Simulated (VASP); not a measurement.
# WC (P3m1) in VASP: notebook

Runs on WC. Level: PBEsol. Tasks: single point.

All numbers are computed with VASP 6.6.1; they aren't measurements. Logs are shortened: lines on timing, memory, paths and dates and some standing lists are left out, and cuts for length are marked.

## (1) The cell of the first run

It takes space group P3m1 (No. 156, trigonal). The conventional cell has a = 2.901 Å, b = 2.901 Å, c = 2.829 Å, α = 90.00°, β = 90.00°, γ = 120.00°. Within 2.7 Å of W (site symmetry 3m) lie 6 C at 2.07 to 2.33 Å. C (site symmetry 3m) has 6 W at 2.07 to 2.33 Å within 2.7 Å.

## (2) Single point, PBEsol

Input file INCAR:

```
ALGO     = Normal         # electronic algorithm
EDIFF    = 1E-7           # SCF threshold, eV
ENCUT    = 520            # plane-wave cutoff, eV
GGA      = PS             # functional
ISIF     = 2              # what is computed and relaxed
ISMEAR   = 0              # smearing method
LASPH    = T              # aspherical terms in the spheres
LCHARG   = F              # write CHGCAR
LREAL    = F              # projectors in reciprocal space
LWAVE    = F              # write WAVECAR
NBANDS   = 16             # bands
NELM     = 100            # most SCF steps
PREC     = Accurate       # precision mode
SIGMA    = 0.15           # smearing width, eV
```

Input file KPOINTS:

```
k-points
0
Gamma
  18 18 16
```

Input file POSCAR:

```
WC
1.0
    2.9005014360      0.0000000000      0.0000000000
   -1.4502507180      2.5119079273      0.0000000000
    0.0000000000      0.0000000000      2.8290000000
W C
1 1
Direct
    0.0000000000      0.0000000000      0.0000000000
    0.6666666667      0.3333333333      0.5706963591
```

Potentials or basis: VASP PAW PBE potentials, release 64 (W_sv, C).

The run is started by

```bash
> cat potpaw_PBE.64/W_sv/POTCAR potpaw_PBE.64/C/POTCAR > POTCAR
> mpirun -np 1 vasp_std > vasp.out
```

OUTCAR:

```text
EDIFF = 1E-7
   ENCUT = 520
   GGA = PS
   ISIF = 2
   ISMEAR = 0
   LASPH = T
   LREAL = F
   NELM = 100
   PREC = Accurate

 ion  position               nearest neighbor table
   1  0.000  0.000  0.000-   2 2.07   2 2.07   2 2.07   2 2.33   2 2.33   2 2.33
   2  0.667  0.333  0.571-   1 2.07   1 2.07   1 2.07   1 2.33   1 2.33   1 2.33

  LATTYP: Found a hexagonal cell.
 ALAT       =     2.9005014360
 C/A-ratio  =     0.9753485949

  Lattice vectors:

 A1 = (   2.9005014360,   0.0000000000,   0.0000000000)
 A2 = (  -1.4502507180,   2.5119079273,   0.0000000000)
 A3 = (   0.0000000000,   0.0000000000,   2.8290000000)

Analysis of symmetry for initial positions (statically):
=====================================================================
 Subroutine PRICEL returns:
 Original cell was already a primitive cell.

 Routine SETGRP: Setting up the symmetry group for a
 hexagonal supercell.

 Subroutine GETGRP returns: Found  6 space group operations
 (whereof  6 operations were pure point group operations)
 out of a pool of 24 trial point group operations.

The static configuration has the point symmetry C_3v.

Analysis of symmetry for dynamics (positions and initial velocities):
=====================================================================
 Subroutine PRICEL returns:
 Original cell was already a primitive cell.

 Routine SETGRP: Setting up the symmetry group for a
 hexagonal supercell.

 Subroutine GETGRP returns: Found  6 space group operations
 (whereof  6 operations were pure point group operations)
 out of a pool of 24 trial point group operations.

The dynamic configuration has the point symmetry C_3v.

 Subroutine INISYM returns: Found  6 space group operations
 (whereof  6 operations are pure point group operations),
 and found     1 'primitive' translations

----------------------------------------------------------------------------------------

                                     Primitive cell

  volume of cell :      20.6115

  direct lattice vectors                    reciprocal lattice vectors
     2.900501436  0.000000000  0.000000000     0.344767973  0.199051882  0.000000000
    -1.450250718  2.511907927  0.000000000     0.000000000  0.398103764  0.000000000
     0.000000000  0.000000000  2.829000000     0.000000000  0.000000000  0.353481796

  length of vectors
     2.900501436  2.900501436  2.829000000     0.398103764  0.398103764  0.353481796

  position of ions in fractional coordinates (direct lattice)
     0.000000000  0.000000000  0.000000000
     0.666666667  0.333333333  0.570696359

  ion indices of the primitive-cell ions
   primitive index   ion index
                 1           1
                 2           2

----------------------------------------------------------------------------------------

 KPOINTS: k-points

Automatic generation of k-mesh.
 Grid dimensions read from file:
 generate k-points for:   18   18   16

 Generating k-lattice:

  Cartesian coordinates                     Fractional coordinates (reciprocal lattice)
     0.019153776  0.011058438  0.000000000     0.055555556  0.000000000  0.000000000
     0.000000000  0.022116876  0.000000000     0.000000000  0.055555556  0.000000000
     0.000000000  0.000000000  0.022092612     0.000000000  0.000000000  0.062500000

  Length of vectors
     0.022116876  0.022116876  0.022092612

  Shift w.r.t. Gamma in fractional coordinates (k-lattice)
     0.000000000  0.000000000  0.000000000

 Subroutine IBZKPT returns following result:
 ===========================================

 Found    522 irreducible k-points:

 Following reciprocal coordinates:
            Coordinates               Weight
  0.000000  0.000000  0.000000      1.000000
  0.055556  0.000000  0.000000      6.000000
  0.111111  0.000000  0.000000      6.000000
  0.166667  0.000000  0.000000      6.000000
  0.222222 -0.000000  0.000000      6.000000
  0.277778  0.000000  0.000000      6.000000
[... 16 lines left out ...]
  0.333333  0.111111  0.000000     12.000000
  0.388889  0.111111  0.000000     12.000000
 [... further k-points ...]
   k-points           NKPTS =    522   k-points in BZ     NKDIM =    522   number of bands    NBANDS=     16
   number of dos      NEDOS =    301   number of ions     NIONS =      2
   total plane-waves  NPLWV =  13824
   dimension x,y,z NGX =    24 NGY =   24 NGZ =   24
   dimension x,y,z NGXF=    48 NGYF=   48 NGZF=   48
   ions per type =               1   1
   NGX,Y,Z   is equivalent  to a cutoff of  13.76, 13.76, 14.10 a.u.
   NGXF,Y,Z  is equivalent  to a cutoff of  27.51, 27.51, 28.21 a.u.
 SYSTEM =  unknown system
   PREC   = accura    normal or accurate (medium, high low for compatibility)
   ISTART =      0    job   : 0-new  1-cont  2-samecut
   ICHARG =      2    charge: 1-file 2-atom 10-const
   ISPIN  =      1    spin polarized calculation?
   LNONCOLLINEAR =      F non collinear calculations
   LSORBIT =      F    spin-orbit coupling
   LASPH  =      T    aspherical Exc in radial PAW
   ENCUT  =  520.0 eV  38.22 Ry    6.18 a.u.   5.39  5.39  5.26*2*pi/ulx,y,z
   NELM   =    100;   NELMIN=  2; NELMDL= -5     # of ELM steps
   EDIFF  = 0.1E-06   stopping-criterion for ELM
   LREAL  =      F    real-space projection
   EDIFFG = 0.1E-05   stopping-criterion for IOM
   NSW    =      0    number of steps for IOM
   IBRION =     -1    ionic relax: 0-MD 1-quasi-New 2-CG
   NFREE  =      0    steps in history (QN), initial steepest desc. (CG)
   ISIF   =      2    stress and relaxation
   ISYM   =      2    0-nonsym 1-usesym 2-fastsym
   POTIM  = 0.5000    time-step for ionic-motion
   TEBEG  =    0.0;   TEEND  =   0.0 temperature during run
   PSTRESS=    0.0 pullay stress
   NELECT =      18.0000    total number of electrons
   NUPDOWN=      -1.0000    fix difference up-down
   EMIN   =  10.00;   EMAX   =-10.00  energy-range for DOS
   EFERMI =   0.00;   METHOD = LEGACY
   ISMEAR =     0;   SIGMA  =   0.15  broadening in eV -4-tet -1-fermi 0-gaus
   EFERMI_NEDOS =   21; number of points for ismear=-14 and -15
   IALGO  =     38    algorithm
   IMIX   =      4    mixing-type and parameters
     AMIX     =   0.40;   BMIX     =  1.00
     AMIX_MAG =   1.60;   BMIX_MAG =  1.00
  volume/ion in A,a.u.               =      10.31        69.55
  Fermi-wavevector in a.u.,A,eV,Ry     =   1.564813  2.957068 33.315762  2.448639
  Thomas-Fermi vector in A             =   2.667381
   LORBIT       =      0    0 simple, 1 ext, 2 COOP (PROOUT), +10 PAW based schemes
   GGA     = PS    functional components
   LHFCALC =     F    Hartree Fock is set to
   AEXX    =    0.0000 exact exchange contribution
   IVDW    =     0    specifies the selected vdW correction
   LEPSILON=     F    determine dielectric tensor
   LRPA    =     F    only Hartree local field effects (RPA)
 non-spin polarized calculation
 Gauss-broadening in eV      SIGMA  =   0.15
  energy-cutoff  :      520.00
  volume of cell :       20.61
 maximum number of plane-waves:       580
 NGX is ok and might be reduce to    24
   NGX = 11   NGY = 11   NGZ = 11

 number of electron      18.0000001 magnetization

 Free energy of the ion-electron system (eV)
  ---------------------------------------------------
  ext. energy  EPLUGINS =         0.00000000
  ---------------------------------------------------
  free energy    TOTEN  =       -23.60067393 eV

  energy without entropy =      -23.59725803  energy(sigma->0) =      -23.59896598

 E-fermi :  11.1181     XC(G=0): -13.9407

 val. band max:       11.0912933383   @ k =   0.0000   0.1111   0.3750
 cond. band min:      11.1342202180   @ k =   0.1111   0.0556   0.4375
 fundamental gap:      0.0429268797
 Fermi energy:        11.1181241272

 k-point     1 :       0.0000    0.0000    0.0000
  band No.  band energies     occupation
      1     -62.8175      2.00000
      2     -26.8148      2.00000
      3     -26.7326      2.00000
      4     -26.7326      2.00000
      5      -3.4348      2.00000
      6       6.2149      2.00000
[... 8 lines left out ...]
     15      24.4023      0.00000
     16      27.8786      0.00000

 k-point     2 :       0.0556    0.0000    0.0000
  band No.  band energies     occupation
      1     -62.8156      2.00000
      2     -26.8119      2.00000
      3     -26.7595      2.00000
      4     -26.7388      2.00000
      5      -3.3512      2.00000
      6       6.2372      2.00000
[... 8 lines left out ...]
     15      24.3701      0.00000
     16      28.0404      0.00000

 k-point     3 :       0.1111    0.0000    0.0000
  band No.  band energies     occupation
      1     -62.8103      2.00000
      2     -26.8409      2.00000
      3     -26.7989      2.00000
      4     -26.7565      2.00000
      5      -3.1073      2.00000
      6       6.2102      2.00000
[... 8 lines left out ...]
     15      24.3284      0.00000
     16      28.4061      0.00000

 k-point     4 :       0.1667    0.0000    0.0000
  band No.  band energies     occupation
      1     -62.8021      2.00000
      2     -26.9578      2.00000
      3     -26.7850      2.00000
      4     -26.7835      2.00000
      5      -2.7235      2.00000
      6       5.9136      2.00000
[... 8 lines left out ...]
     15      24.3860      0.00000
     16      28.6714      0.00000

 k-point     5 :       0.2222   -0.0000    0.0000
  band No.  band energies     occupation
      1     -62.7921      2.00000
      2     -27.0999      2.00000
      3     -26.8165      2.00000
      4     -26.7665      2.00000
      5      -2.2324      2.00000
      6       5.4324      2.00000
[... 8 lines left out ...]
     15      24.6460      0.00000
     16      28.7832      0.00000

 k-point     6 :       0.2778    0.0000    0.0000
  band No.  band energies     occupation
      1     -62.7814      2.00000
      2     -27.2482      2.00000
      3     -26.8513      2.00000
      4     -26.7466      2.00000
      5      -1.6775      2.00000
      6       4.9443      2.00000
[... 8 lines left out ...]
     15      25.1620      0.00000
     16      28.5819      0.00000
[... 267 lines left out ...]
 k-point    21 :       0.2222    0.1111    0.0000
  band No.  band energies     occupation
      1     -62.7782      2.00000
      2     -27.2633      2.00000
      3     -26.8937      2.00000
      4     -26.7404      2.00000
      5      -1.4838      2.00000
      6       4.8742      2.00000
[... 8 lines left out ...]
     15      25.4328      0.00000
     16      28.6922      0.00000

 k-point    22 :       0.2778    0.1111    0.0000
  band No.  band energies     occupation
      1     -62.7688      2.00000
      2     -27.3810      2.00000
      3     -26.9353      2.00000
      4     -26.7228      2.00000
      5      -0.9303      2.00000
      6       4.5190      2.00000
[... 8 lines left out ...]
     15      26.0781      0.00000
     16      27.6515      0.00000

 k-point    23 :       0.3333    0.1111    0.0000
  band No.  band energies     occupation
      1     -62.7610      2.00000
      2     -27.4754      2.00000
      3     -26.9691      2.00000
      4     -26.7083      2.00000
      5      -0.4363      2.00000
      6       4.2634      2.00000
[... 8 lines left out ...]
     15      25.9431      0.00000
     16      27.3608      0.00000

 k-point    24 :       0.3889    0.1111    0.0000
  band No.  band energies     occupation
      1     -62.7560      2.00000
      2     -27.5364      2.00000
      3     -26.9910      2.00000
      4     -26.6988      2.00000
      5      -0.0864      2.00000
      6       4.1182      2.00000
[... 8 lines left out ...]
     15      25.0655      0.00000
     16      27.8848      0.00000

 [... further k-points ...]

------------------------ aborting loop because EDIFF is reached ----------------------------------------

  FORCE on cell =-STRESS in cart. coord.  units (eV):
  Direction    XX          YY          ZZ          XY          YZ          ZX
  --------------------------------------------------------------------------------------
  -------------------------------------------------------------------------------------
  Total        1.1246953      1.1246953      1.5064666      0.0000000      0.0000000      0.0000000
  in kB       87.4250171     87.4250171    117.1009286      0.0000000      0.0000000      0.0000000
  external PRESSURE =      97.3169876 kB  Pullay stress =       0.0000000 kB

 VOLUME and BASIS-vectors are now :
 -----------------------------------------------------------------------------
  energy-cutoff  :      520.00
  volume of cell :       20.61
      direct lattice vectors                 reciprocal lattice vectors
     2.900501436  0.000000000  0.000000000     0.344767973  0.199051882  0.000000000
    -1.450250718  2.511907927  0.000000000     0.000000000  0.398103764  0.000000000
     0.000000000  0.000000000  2.829000000     0.000000000  0.000000000  0.353481796

 POSITION                                       TOTAL-FORCE (eV/Angst)
 -----------------------------------------------------------------------------------
      0.00000      0.00000      0.00000        -0.000000     -0.000000      3.133421
      1.45025      0.83730      1.61450         0.000000      0.000000     -3.133421
 -----------------------------------------------------------------------------------
    total drift:                               -0.000000      0.000000      0.000029

  FREE ENERGIE OF THE ION-ELECTRON SYSTEM (eV)
  ---------------------------------------------------
  free  energy   TOTEN  =       -23.6006739341 eV

  energy  without entropy=      -23.5972580254  energy(sigma->0) =      -23.59896598
```

Run time: 88 s. Hardware: 1 thread of AMD EPYC 9R45 (Zen 5), shared host; peak memory 0.26 GiB.

Results:

```
Free energy            : -23.6007 eV
Pressure               : 9.7 GPa
Largest force          : 3.133 eV/Å
Band gap on the k mesh : zero (bands 9 and 10 overlap by 1.32 eV)
```

Forces on the atoms (eV/Å):
```
W    0.000  0.000  3.133
C    0.000  0.000 -3.133
```

Caveat: the cell differs from its parent crystal (all C atoms moved -0.200 Å, as atom 2 towards its neighbour atom 2 (C) at 2.829 Å); the cell stands under pressure; the PAW data sets were made with another functional, which shifts forces and pressure a little; spin-orbit coupling is left out, which moves the levels of the heavy elements.

(Part 1 of 3 ends here.)
